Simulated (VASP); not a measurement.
# SnIr3 (R-3m) in VASP: notebook, part 2 of 2

VASP 6.6.1.

## Step 3: Single point, PBE

This run uses another cell than the first one, of 25.91 Å³/atom, 1.252 times its volume.

Contents of INCAR:

```
  PREC = Accurate
  ENCUT = 520
  EDIFF = 1E-7
  ISMEAR = 0
  SIGMA = 0.1
  LREAL = False
  LASPH = True
  NELM = 100
  ALGO = Fast
  ISIF = 2
  LWAVE = False
  LCHARG = False
  GGA = PE
  NBANDS = 28
```

Contents of KPOINTS:

```
regular mesh
0
Gamma
  6 6 6
```

Contents of POSCAR:

```
SnIr3
1.0
    2.5341328430      1.4630822816      4.6592268879
   -2.5341328430      1.4630822816      4.6592268879
    0.0000000000     -2.9261645556      4.6592268903
Sn Ir
1 3
Direct
    0.0000000000      0.0000000000      0.0000000000
    0.0000000000      0.0000000000      0.5000000000
    0.5000000000      0.0000000000      0.0000000000
    0.0000000000      0.5000000000      0.0000000000
```

Potentials or basis: VASP PAW PBE potentials, release 64 (Sn_d, Ir).

The run is started by

```sh
cat potpaw_PBE.64/Sn_d/POTCAR potpaw_PBE.64/Ir/POTCAR > POTCAR
mpirun -np 1 vasp_std > vasp.out
```

OUTCAR:

```text
PREC = Accurate
   ENCUT = 520
   EDIFF = 1E-7
   ISMEAR = 0
   LREAL = False
   LASPH = True
   NELM = 100
   ISIF = 2
   GGA = PE

 ion  position               nearest neighbor table
   1  0.000  0.000  0.000-   3 2.75   4 2.75   4 2.75   3 2.75   2 2.75   2 2.75
   2  0.000  0.000  0.500-   3 2.53   4 2.53   4 2.53   3 2.53   1 2.75   1 2.75
   3  0.500  0.000  0.000-   2 2.53   2 2.53   4 2.53   4 2.53   1 2.75   1 2.75
   4  0.000  0.500  0.000-   2 2.53   2 2.53   3 2.53   3 2.53   1 2.75   1 2.75

  LATTYP: Found a trigonal (rhomboedric) cell.
 ALAT       =     5.5018936941
 COS(alpha) =     0.5757084711

  Lattice vectors:

 A1 = (   2.5341328430,   1.4630822816,   4.6592268879)
 A2 = (  -2.5341328430,   1.4630822816,   4.6592268879)
 A3 = (   0.0000000000,  -2.9261645556,   4.6592268903)

Analysis of symmetry for initial positions (statically):
=====================================================================
 Subroutine PRICEL returns:
 Original cell was already a primitive cell.

 Routine SETGRP: Setting up the symmetry group for a
 trigonal (rhombohedral) supercell.

 Subroutine GETGRP returns: Found 12 space group operations
 (whereof 12 operations were pure point group operations)
 out of a pool of 12 trial point group operations.

The static configuration has the point symmetry D_3d.

Analysis of symmetry for dynamics (positions and initial velocities):
=====================================================================
 Subroutine PRICEL returns:
 Original cell was already a primitive cell.

 Routine SETGRP: Setting up the symmetry group for a
 trigonal (rhombohedral) supercell.

 Subroutine GETGRP returns: Found 12 space group operations
 (whereof 12 operations were pure point group operations)
 out of a pool of 12 trial point group operations.

The dynamic configuration has the point symmetry D_3d.

 Subroutine INISYM returns: Found 12 space group operations
 (whereof 12 operations are pure point group operations),
 and found     1 'primitive' translations

----------------------------------------------------------------------------------------

                                     Primitive cell

  volume of cell :     103.6486

  direct lattice vectors                    reciprocal lattice vectors
     2.534132843  1.463082282  4.659226888     0.197306152  0.113914760  0.071542627
    -2.534132843  1.463082282  4.659226888    -0.197306152  0.113914760  0.071542627
     0.000000000 -2.926164556  4.659226890     0.000000000 -0.227829520  0.071542628

  length of vectors
     5.501893694  5.501893694  5.501893694     0.238798320  0.238798320  0.238798320

  position of ions in fractional coordinates (direct lattice)
     0.000000000  0.000000000  0.000000000
     0.000000000  0.000000000  0.500000000
     0.500000000  1.000000000  0.000000000
     1.000000000  0.500000000  0.000000000

  ion indices of the primitive-cell ions
   primitive index   ion index
                 1           1
                 2           2
                 3           3
                 4           4

[... 21 lines left out ...]
 Subroutine IBZKPT returns following result:
 ===========================================

 Found     32 irreducible k-points:

 Following reciprocal coordinates:
            Coordinates               Weight
  0.000000  0.000000  0.000000      1.000000
  0.166667  0.000000  0.000000      6.000000
  0.333333  0.000000  0.000000      6.000000
  0.500000  0.000000  0.000000      3.000000
  0.166667  0.166667  0.000000      6.000000
  0.333333  0.166667  0.000000     12.000000
[... 16 lines left out ...]
  0.500000  0.500000  0.166667      6.000000
 -0.333333  0.500000  0.166667     12.000000
 [... further k-points ...]
   k-points           NKPTS =     32   k-points in BZ     NKDIM =     32   number of bands    NBANDS=     28
   number of dos      NEDOS =    301   number of ions     NIONS =      4
   total plane-waves  NPLWV =  74088
   dimension x,y,z NGX =    42 NGY =   42 NGZ =   42
   dimension x,y,z NGXF=    84 NGYF=   84 NGZF=   84
   ions per type =               1   3
   NGX,Y,Z   is equivalent  to a cutoff of  12.69, 12.69, 12.69 a.u.
   NGXF,Y,Z  is equivalent  to a cutoff of  25.38, 25.38, 25.38 a.u.
 SYSTEM =  unknown system
   PREC   = accura    normal or accurate (medium, high low for compatibility)
   ISTART =      0    job   : 0-new  1-cont  2-samecut
   ICHARG =      2    charge: 1-file 2-atom 10-const
   ISPIN  =      1    spin polarized calculation?
   LNONCOLLINEAR =      F non collinear calculations
   LSORBIT =      F    spin-orbit coupling
   LASPH  =      T    aspherical Exc in radial PAW
   ENCUT  =  520.0 eV  38.22 Ry    6.18 a.u.  10.23 10.23 10.23*2*pi/ulx,y,z
   NELM   =    100;   NELMIN=  2; NELMDL= -5     # of ELM steps
   EDIFF  = 0.1E-06   stopping-criterion for ELM
   LREAL  =      F    real-space projection
   EDIFFG = 0.1E-05   stopping-criterion for IOM
   NSW    =      0    number of steps for IOM
   IBRION =     -1    ionic relax: 0-MD 1-quasi-New 2-CG
   NFREE  =      0    steps in history (QN), initial steepest desc. (CG)
   ISIF   =      2    stress and relaxation
   ISYM   =      2    0-nonsym 1-usesym 2-fastsym
   POTIM  = 0.5000    time-step for ionic-motion
   TEBEG  =    0.0;   TEEND  =   0.0 temperature during run
   PSTRESS=    0.0 pullay stress
   NELECT =      41.0000    total number of electrons
   NUPDOWN=      -1.0000    fix difference up-down
   EMIN   =  10.00;   EMAX   =-10.00  energy-range for DOS
   EFERMI =   0.00;   METHOD = LEGACY
   ISMEAR =     0;   SIGMA  =   0.10  broadening in eV -4-tet -1-fermi 0-gaus
   EFERMI_NEDOS =   21; number of points for ismear=-14 and -15
   IALGO  =     68    algorithm
   IMIX   =      4    mixing-type and parameters
     AMIX     =   0.40;   BMIX     =  1.00
     AMIX_MAG =   1.60;   BMIX_MAG =  1.00
  volume/ion in A,a.u.               =      25.91       174.86
  Fermi-wavevector in a.u.,A,eV,Ry     =   1.201753  2.270983 19.649658  1.444209
  Thomas-Fermi vector in A             =   2.337553
   LORBIT       =      0    0 simple, 1 ext, 2 COOP (PROOUT), +10 PAW based schemes
   GGA     = PE    functional components
   LHFCALC =     F    Hartree Fock is set to
   AEXX    =    0.0000 exact exchange contribution
   IVDW    =     0    specifies the selected vdW correction
   LEPSILON=     F    determine dielectric tensor
   LRPA    =     F    only Hartree local field effects (RPA)
 non-spin polarized calculation
 RMM-DIIS sequential band-by-band and
 Gauss-broadening in eV      SIGMA  =   0.10
  energy-cutoff  :      520.00
  volume of cell :      103.65
 maximum number of plane-waves:      2814
 NGX is ok and might be reduce to    42
   NGX = 21   NGY = 21   NGZ = 21

 number of electron      40.9999995 magnetization

 Free energy of the ion-electron system (eV)
  ---------------------------------------------------
  ext. energy  EPLUGINS =         0.00000000
  ---------------------------------------------------
  free energy    TOTEN  =       -26.31977948 eV

  energy without entropy =      -26.27494892  energy(sigma->0) =      -26.29736420

 E-fermi :   4.1924     XC(G=0):  -9.9406

 val. band max:        4.1798609867   @ k =   0.3333   0.1667   0.0000
 cond. band min:       4.1952833895   @ k =  -0.3333   0.3333   0.1667
 fundamental gap:      0.0154224028
 Fermi energy:         4.1924119091

 k-point     1 :       0.0000    0.0000    0.0000
  band No.  band energies     occupation
      1     -17.1890      2.00000
      2     -17.1890      2.00000
      3     -17.1611      2.00000
      4     -17.1475      2.00000
      5     -17.1475      2.00000
      6      -5.5279      2.00000
[... 733 lines left out ...]
     27      10.1798      0.00000
     28      11.6275      0.00000

 [... further k-points ...]

------------------------ aborting loop because EDIFF is reached ----------------------------------------

  FORCE on cell =-STRESS in cart. coord.  units (eV):
  Direction    XX          YY          ZZ          XY          YZ          ZX
  --------------------------------------------------------------------------------------
  -------------------------------------------------------------------------------------
  Total        0.1123918      0.1123918      0.0193355      0.0000000     -0.0000000      0.0000000
  in kB        1.7373279      1.7373279      0.2988845      0.0000000     -0.0000000      0.0000000
  external PRESSURE =       1.2578468 kB  Pullay stress =       0.0000000 kB

 VOLUME and BASIS-vectors are now :
 -----------------------------------------------------------------------------
  energy-cutoff  :      520.00
  volume of cell :      103.65
      direct lattice vectors                 reciprocal lattice vectors
     2.534132843  1.463082282  4.659226888     0.197306152  0.113914760  0.071542627
    -2.534132843  1.463082282  4.659226888    -0.197306152  0.113914760  0.071542627
     0.000000000 -2.926164556  4.659226890     0.000000000 -0.227829520  0.071542628

 POSITION                                       TOTAL-FORCE (eV/Angst)
 -----------------------------------------------------------------------------------
      0.00000      0.00000      0.00000        -0.000000      0.000000     -0.000000
      0.00000     -1.46308      2.32961        -0.000000     -0.000000     -0.000000
      1.26707      0.73154      2.32961        -0.000000      0.000000     -0.000000
     -1.26707      0.73154      2.32961         0.000000      0.000000      0.000000
 -----------------------------------------------------------------------------------
    total drift:                                0.000000      0.000000     -0.000000

  FREE ENERGIE OF THE ION-ELECTRON SYSTEM (eV)
  ---------------------------------------------------
  free  energy   TOTEN  =       -26.3197794819 eV

  energy  without entropy=      -26.2749489242  energy(sigma->0) =      -26.29736420
```

It took 72 s on 1 thread of Intel Xeon 6975P-C (Granite Rapids), shared host; peak memory 0.31 GiB.

Results:

```yaml
Free_energy: -26.3198 eV
Pressure: 0.1 GPa
```

Caveat: spin-orbit coupling is left out, which moves the levels of the heavy elements.

## Step 4: Relaxation of cell and atoms, PBE

Contents of INCAR:

```
SYSTEM = SnIr3
PREC = Accurate
ENCUT = 600
EDIFF = 1E-6
ISMEAR = 0
SIGMA = 0.1
LREAL = .FALSE.
LASPH = .TRUE.
NELM = 80
ALGO = Normal
ISIF = 3
LWAVE = .FALSE.
LCHARG = .FALSE.
GGA = PE
IBRION = 2
NSW = 90
EDIFFG = -0.04
```

Contents of KPOINTS:

```
regular mesh
0
G
  6 6 6
  0 0 0
```

Contents of POSCAR:

```
SnIr3
1.0
    2.7870274600      1.6090910600      3.0774438700
   -2.7870274600      1.6090910600      3.0774438700
    0.0000000000     -3.2181821100      3.0774438700
Sn Ir
1 3
Direct
    0.0000000000      0.0000000000      0.0000000000
    0.0000000000      0.0000000000      0.5000000000
    0.5000000000      0.0000000000      0.0000000000
    0.0000000000      0.5000000000      0.0000000000
```

The run is started by

```sh
cat potpaw_PBE.64/Sn_d/POTCAR potpaw_PBE.64/Ir/POTCAR > POTCAR
mpirun -np 1 vasp_std > vasp.out
```

It took 6.1 min on 1 thread of Intel Xeon 6975P-C (Granite Rapids), shared host; peak memory 0.26 GiB.

It converged, with:

| Quantity | Value |
| --- | --- |
| Free energy | -26.2972 eV |
| Relaxed volume | 25.91 Å³/atom |
| Relaxed cell | a = 5.497 Å, b = 5.497 Å, c = 5.497 Å, α = 54.96°, β = 54.96°, γ = 54.96° |
| Space group after relaxing (to 0.05 Å) | R-3m (No. 166) |
| Energy gained by relaxing | 2460.4 meV/atom |
| Ionic steps | 17 |
| Pressure after relaxing | 0.0 GPa |

Step by step:
| step | energy change (eV) | largest force (eV/Å) | pressure (GPa) | volume (Å³) |
| --- | --- | --- | --- | --- |
| 1 | 0.0000 | 0.0000 | 62.61 | 82.81 |
| 2 | 1.3283 | 0.0000 | -11.55 | 218.06 |
| 3 | -5.5803 | 0.0000 | -8.68 | 124.73 |
| 4 | -5.6800 | 0.0000 | -6.70 | 120.74 |
| 5 | -5.7128 | 0.0000 | -4.76 | 117.55 |
| 6 | -8.3977 | 0.0000 | -6.72 | 111.00 |
| 7 | 9.3023 | 0.0000 | 141.32 | 78.01 |
| 8 | -9.2269 | 0.0000 | -5.42 | 107.81 |
| 9 | -9.4560 | 0.0000 | 11.13 | 98.08 |
| 10 | -9.8154 | 0.0000 | -0.06 | 103.07 |
| 11 | -9.8323 | 0.0000 | 1.48 | 102.18 |
| 12 | -9.8291 | 0.0000 | 2.23 | 101.77 |
| 13 | -9.8081 | 0.0000 | -2.90 | 106.77 |
| 14 | -9.8409 | 0.0000 | 0.17 | 103.61 |
| 15 | -9.8409 | 0.0000 | 0.22 | 103.57 |
| 16 | -9.8413 | 0.0000 | -0.15 | 103.71 |
| 17 | -9.8415 | 0.0000 | -0.02 | 103.66 |

Final structure:
```
CELL_PARAMETERS angstrom
2.53628 1.46432 4.65178
-2.53628 1.46432 4.65178
0.00000 -2.92865 4.65178
ATOMIC_POSITIONS crystal
Sn 0.00000 0.00000 0.00000
Ir 0.00000 0.00000 0.50000
Ir 0.50000 0.00000 0.00000
Ir 0.00000 0.50000 0.00000
```

Levels at points of the mesh, in eV from the Fermi level:
```
           k point  band 19  band 20  band 21  band 22  band 23  band 24
(0.00, 0.00, 0.00)     0.19     0.42     0.42     0.67     0.67     3.30
(0.50, 0.00, 0.00)    -1.51    -0.99     0.10     0.37     0.61     1.21
(0.50, 0.50, 0.00)    -1.67    -1.27    -0.25     0.08     0.34     1.38
(0.50, 0.50, 0.50)     0.16     0.38     0.38     1.61     3.30     4.57
```

Caveat: the volume moved by over 15 % at a fixed basis, so the end points are rough; spin-orbit coupling is left out, which moves the levels of the heavy elements.

## Step 5: Overview

| task | cell | cutoff (eV) | gap on the mesh (eV) | pressure (GPa) |
| --- | --- | --- | --- | --- |
| single point | a = 4.453 Å, angles 77.5°, 4 atoms | 520 | none | 62.6 |
| single point | a = 5.502 Å, angles 54.9°, 4 atoms | 520 | none | 0.1 |
| relaxation of cell and atoms | relaxed from a = 4.453 Å, angles 77.5°, 4 atoms | 600 | none | 0.0 |

Alike in all rows: level PBE; potentials or basis VASP PAW PBE potentials, release 64 (Sn_d, Ir); no spin polarisation; k mesh 6 × 6 × 6; smearing gaussian 0.1 eV.

Caveats: spin-orbit coupling is left out, which moves the levels of the heavy elements; the volume moved by over 15 % at a fixed basis, so the end points are rough (some runs).

Total energies depend on the potentials used, so only differences within one code and one set of settings carry meaning.
